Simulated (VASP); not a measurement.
# In (P6/mmm) in VASP: notebook, part 2 of 2

VASP 6.6.1. The steps go on from the part before.

**4. Relaxation of shape and atoms at fixed volume, PBE**

This run uses another cell than the first one, of 18.54 Å³/atom.

Input file INCAR:

```
ALGO     = Normal         # electronic algorithm
EDIFF    = 1E-6           # SCF threshold, eV
EDIFFG   = -0.005         # ionic threshold
ENCUT    = 600            # plane-wave cutoff, eV
GGA      = PE             # functional
IBRION   = 2              # ionic algorithm
ISIF     = 4              # what is computed and relaxed
ISMEAR   = -1             # smearing method
LASPH    = True           # aspherical terms in the spheres
LCHARG   = False          # write CHGCAR
LREAL    = False          # projectors in reciprocal space
LWAVE    = False          # write WAVECAR
NELM     = 100            # most SCF steps
NSW      = 50             # ionic steps
PREC     = Accurate       # precision mode
SIGMA    = 0.1            # smearing width, eV
```

Input file KPOINTS:

```
k-points
0
Gamma
  15 15 14
```

Input file POSCAR:

```
In
1.0
    2.8253728884      0.0000000000      0.0000000000
   -1.4126864442      2.4468446965      0.0000000000
    0.0000000000      0.0000000000      2.6822068926
In
1
Direct
    0.0000000000      0.0000000000      0.0000000000
```

Potentials or basis: VASP PAW PBE potentials, release 64 (In_d).

Launch:

```console
$ cat potpaw_PBE.64/In_d/POTCAR > POTCAR
$ mpirun -np 1 vasp_std > vasp.out
```

OUTCAR:

```text
EDIFF = 1E-6
   EDIFFG = -0.005
   ENCUT = 600
   GGA = PE
   IBRION = 2
   ISIF = 4
   ISMEAR = -1
   LASPH = True
   LREAL = False
   NELM = 100
   NSW = 50
   PREC = Accurate

 ion  position               nearest neighbor table
   1  0.000  0.000  0.000-

  LATTYP: Found a hexagonal cell.
 ALAT       =     2.8253728884
 C/A-ratio  =     0.9493284598

  Lattice vectors:

 A1 = (   2.8253728884,   0.0000000000,   0.0000000000)
 A2 = (  -1.4126864442,   2.4468446965,   0.0000000000)
 A3 = (   0.0000000000,   0.0000000000,   2.6822068926)

Analysis of symmetry for initial positions (statically):
=====================================================================
 Subroutine PRICEL returns:
 Original cell was already a primitive cell.
[... 255 lines left out ...]

 k-point     1 :       0.0000    0.0000    0.0000
  band No.  band energies     occupation
      1      -4.1583      2.00000
      2      -3.3106      2.00000
      3      -3.3106      2.00000
      4      -2.3907      2.00000
      5      -2.3907      2.00000
      6      -0.2177      2.00000
      7      20.8853      0.00000
      8      24.4956      0.00000
      9      25.1687      0.00000
     10      25.1687      0.00000
[... 287 lines left out ...]
 k-point    24 :       0.4000    0.2000    0.0000
  band No.  band energies     occupation
      1      -3.7498      2.00000
      2      -3.3937      2.00000
      3      -2.8141      2.00000
      4      -2.6647      2.00000
      5      -2.6059      2.00000
      6       8.1364      2.00000
      7       8.2029      2.00000
      8      13.7780      0.00000
      9      27.1947      0.00000
     10      28.5081      0.00000

 [... further k-points ...]

------------------------ aborting loop because EDIFF is reached ----------------------------------------

  FORCE on cell =-STRESS in cart. coord.  units (eV):
  Direction    XX          YY          ZZ          XY          YZ          ZX
  --------------------------------------------------------------------------------------
  -------------------------------------------------------------------------------------
  Total        5.0368475      5.0368475      5.0424554      0.0000000     -0.0000000      0.0000000
  in kB      435.2060571    435.2060571    435.6906052      0.0000000     -0.0000000      0.0000000
  external PRESSURE =     435.3675732 kB  Pullay stress =       0.0000000 kB
[... 16 lines left out ...]
  FREE ENERGIE OF THE ION-ELECTRON SYSTEM (eV)
  ---------------------------------------------------
  free  energy   TOTEN  =        -1.6594923115 eV

  energy  without entropy=       -1.6462392320  energy(sigma->0) =       -1.65286577

 reached required accuracy - stopping structural energy minimisation
```

OSZICAR:

```text
N       E                     dE             d eps       ncg     rms          rms(c)
DAV:   1     0.757599720164E+02    0.75760E+02   -0.72577E+03  4354   0.204E+03
DAV:   2     0.756285020805E+00   -0.75004E+02   -0.73533E+02  4390   0.315E+02
[... 16 lines left out ...]
   2 F= -.16592369E+01 E0= -.16524757E+01  d E =0.122650E-03
       N       E                     dE             d eps       ncg     rms          rms(c)
DAV:   1    -0.166095368277E+01   -0.17166E-02   -0.39476E-02  5160   0.236E+00    0.178E-01
DAV:   2    -0.165992494258E+01    0.10287E-02   -0.11265E-03  5386   0.540E-01    0.107E-01
DAV:   3    -0.165948895633E+01    0.43599E-03   -0.80732E-04  4916   0.481E-01    0.229E-02
DAV:   4    -0.165949292944E+01   -0.39731E-05   -0.63676E-05  4704   0.787E-02    0.251E-02
DAV:   5    -0.165949231150E+01    0.61794E-06   -0.23524E-06  4720   0.281E-02
   3 F= -.16594923E+01 E0= -.16528658E+01  d E =-.132788E-03
```

Run time: 64 s. Hardware: 1 thread of Intel Xeon 8259CL, shared host; peak memory 0.18 GiB.

Results:

| Item | Value |
| --- | --- |
| Free energy | -1.6595 eV |
| Energy gained by relaxing | 0.1 meV/atom |
| Ionic steps | 3 |
| Pressure after relaxing | 43.5 GPa |
| Band gap on the k mesh | zero (an odd number of electrons rules out a gap without spin polarisation) |

Step by step:
| step | energy change (eV) | largest force (eV/Å) | pressure (GPa) | volume (Å³) |
| --- | --- | --- | --- | --- |
| 1 | 0.0000 | 0.0000 | 43.38 | 18.54 |
| 2 | 0.0001 | 0.0000 | 43.53 | 18.54 |
| 3 | -0.0001 | 0.0000 | 43.54 | 18.54 |

Final structure:
```
In
1.0
     2.82268    0.00000    0.00000
    -1.41134    2.44451    0.00000
     0.00000    0.00000    2.68734
In
1
Direct
  0.00000 0.00000 0.00000
```

Levels at points of the mesh, in eV from the Fermi level:
```tsv
k point	band 4	band 5	band 6	band 7	band 8	band 9	band 10
(0.00, 0.00, 0.00)	-14.46	-14.46	-12.28	8.82	12.43	13.10	13.10
(0.00, 0.00, 0.50)	-14.95	-14.95	-6.22	-5.65	15.23	16.54	17.97
```

Caveat: spin-orbit coupling is left out, which moves the levels of the heavy elements.

**5. Relaxation of shape and atoms at fixed volume, PBE**

This run uses another cell than the first one, of 21.40 Å³/atom.

Input file INCAR:

```
PREC = Accurate
ENCUT = 600
EDIFF = 1E-7
ISMEAR = -1
SIGMA = 0.1
LREAL = False
LASPH = True
NELM = 80
ALGO = Normal
ISIF = 4
LWAVE = False
LCHARG = False
GGA = PE
IBRION = 2
NSW = 50
EDIFFG = -0.005
```

Input file KPOINTS:

```
Automatic mesh
0
Gamma
  15 15 14
```

Input file POSCAR:

```
In
1.0
    2.9634100021      0.0000000000      0.0000000000
   -1.4817050010      2.5663883436      0.0000000000
    0.0000000000      0.0000000000      2.8132494531
In
1
Direct
    0.0000000000      0.0000000000      0.0000000000
```

Launch:

```console
$ cat potpaw_PBE.64/In_d/POTCAR > POTCAR
$ mpirun -np 1 vasp_std > vasp.out
```

Run time: 45 s. Hardware: 1 thread of Intel Xeon 8259CL, shared host; peak memory 0.18 GiB.

Results (log left out):

| Item | Value |
| --- | --- |
| Free energy | -2.1983 eV |
| Pressure after relaxing | 19.7 GPa |
| Band gap on the k mesh | zero (an odd number of electrons rules out a gap without spin polarisation) |

Final structure:
```yaml
crystal:
  lattice:
    - [2.96341, 0.00000, 0.00000]
    - [-1.48171, 2.56639, 0.00000]
    - [0.00000, 0.00000, 2.81325]
  atoms:
    - { symbol: In, position: [0.00000, 0.00000, 0.00000] }
```

Levels at points of the mesh, in eV from the Fermi level:
```tsv
k point	band 4	band 5	band 6	band 7	band 8	band 9	band 10
(0.00, 0.00, 0.00)	-14.35	-14.35	-11.04	8.22	11.69	11.69	12.27
(0.00, 0.00, 0.50)	-14.71	-14.71	-6.02	-4.79	14.88	15.64	16.93
```

Caveat: the relaxation stopped at its first step, so nothing moved; spin-orbit coupling is left out, which moves the levels of the heavy elements.

**6. Relaxation of shape and atoms at fixed volume, PBE**

This run uses another cell than the first one, of 24.25 Å³/atom.

Input file INCAR:

```
SYSTEM = In
ALGO     = Normal         ! electronic algorithm
EDIFF    = 1E-7           ! SCF threshold, eV
EDIFFG   = -0.005         ! ionic threshold
ENCUT    = 600            ! plane-wave cutoff, eV
GGA      = PE             ! functional
IBRION   = 2              ! ionic algorithm
ISIF     = 4              ! what is computed and relaxed
ISMEAR   = -1             ! smearing method
LASPH    = .TRUE.         ! aspherical terms in the spheres
LCHARG   = .FALSE.        ! write CHGCAR
LREAL    = .FALSE.        ! projectors in reciprocal space
LWAVE    = .FALSE.        ! write WAVECAR
NELM     = 60             ! most SCF steps
NSW      = 50             ! ionic steps
PREC     = Accurate       ! precision mode
SIGMA    = 0.1            ! smearing width, eV
```

Input file KPOINTS:

```
k-points
0
G
  15 15 14
  0 0 0
```

Input file POSCAR:

```
In
1.0
    3.0896619408      0.0000000000      0.0000000000
   -1.5448309704      2.6757257298      0.0000000000
    0.0000000000      0.0000000000      2.9331040116
In
1
Direct
    0.0000000000      0.0000000000      0.0000000000
```

Potentials or basis: VASP PAW PBE potentials, release 64 (In_d).

Launch:

```console
$ cat potpaw_PBE.64/In_d/POTCAR > POTCAR
$ mpirun -np 1 vasp_std > vasp.out
```

Run time: 99 s. Hardware: 1 thread of Intel Xeon 8259CL, shared host; peak memory 0.2 GiB.

The run converged. Its results:

```
Free energy               : -2.4316 eV
Energy gained by relaxing : 0.1 meV/atom
Ionic steps               : 2
Pressure after relaxing   : 7.8 GPa
Band gap on the k mesh    : zero (an odd number of electrons rules out a gap without spin polarisation)
```

Final structure:
```
In
1.0
     3.09301    0.00000    0.00000
    -1.54650    2.67862    0.00000
     0.00000    0.00000    2.92676
In
1
Direct
  0.00000 0.00000 0.00000
```

Levels at points of the mesh, in eV from the Fermi level:
| k point | band 4 | band 5 | band 6 | band 7 | band 8 | band 9 | band 10 |
| --- | --- | --- | --- | --- | --- | --- | --- |
| (0.00, 0.00, 0.00) | -14.30 | -14.30 | -10.08 | 7.70 | 10.51 | 10.51 | 11.36 |
| (0.00, 0.00, 0.50) | -14.57 | -14.57 | -5.81 | -4.13 | 14.49 | 14.78 | 14.79 |

Caveat: spin-orbit coupling is left out, which moves the levels of the heavy elements.

**7. Overview**

```csv
cell,gap on the mesh (eV),pressure (GPa)
"relaxed from a = 2.499, b = 2.499, c = 2.373 Å, angles 90.0, 90.0, 120.0°, 1 atom",none,209.0
"relaxed from a = 2.672, b = 2.672, c = 2.537 Å, angles 90.0, 90.0, 120.0°, 1 atom",none,93.5
"relaxed from a = 2.825, b = 2.825, c = 2.682 Å, angles 90.0, 90.0, 120.0°, 1 atom",none,43.5
"relaxed from a = 2.963, b = 2.963, c = 2.813 Å, angles 90.0, 90.0, 120.0°, 1 atom",none,19.7
"relaxed from a = 3.090, b = 3.090, c = 2.933 Å, angles 90.0, 90.0, 120.0°, 1 atom",none,7.8
```

Alike in all rows: task relaxation of shape and atoms at fixed volume; level PBE; potentials or basis VASP PAW PBE potentials, release 64 (In_d); no spin polarisation; k mesh 15 × 15 × 14; cutoff (eV) 600; smearing fermi-dirac 0.1 eV.

Caveats: spin-orbit coupling is left out, which moves the levels of the heavy elements; the relaxation stopped at its first step, so nothing moved (at least some runs).

Absolute energies hang on the potentials; compare differences alone.
